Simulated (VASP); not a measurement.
TaRu: single point with LDA

TaRu:

```
CELL_PARAMETERS angstrom
3.11942 0.00000 0.00000
0.00000 3.11942 0.00000
0.00000 0.00000 3.11942
ATOMIC_POSITIONS crystal
Ta 0.50000 0.50000 0.50000
Ru 0.00000 0.00000 0.00000
```

```json
{
  "Program": "VASP 6.6.1",
  "Task": "single point",
  "Functional": "LDA",
  "Potentials or basis": "VASP PAW LDA potentials, release 64 (Ta_pv, Ru_pv)",
  "Cutoff": "520 eV",
  "k mesh": "6 × 6 × 6",
  "Occupations": "gaussian, width 0.1 eV",
  "Spin": "no spin polarisation",
  "Dipole correction": "no",
  "Further INCAR settings": "ALGO = Normal; EDIFF = 1e-06; NBANDS = 20"
}
```

* Pressure: 1.0 GPa

Levels at points of the mesh, in eV from the Fermi level:
| k point | band 10 | band 11 | band 12 | band 13 | band 14 | band 15 |
| --- | --- | --- | --- | --- | --- | --- |
| (0.00, 0.00, 0.00) | -2.49 | -2.49 | -2.49 | 1.08 | 1.08 | 4.39 |
| (0.50, 0.00, 0.00) | -2.56 | -2.45 | -2.45 | -1.42 | -0.03 | -0.03 |
| (0.50, 0.50, 0.00) | -4.32 | -0.34 | 0.15 | 0.82 | 0.82 | 1.76 |
| (0.50, 0.50, 0.50) | -3.08 | -3.08 | -3.08 | -0.25 | -0.25 | 4.57 |

It took 3.3 s on 1 thread of Intel(R) Xeon(R) 6975P-C (Granite Rapids), on a shared host, peak memory 0.13 GiB.

Caveat: spin-orbit coupling is left out, which moves the levels of the heavy elements.
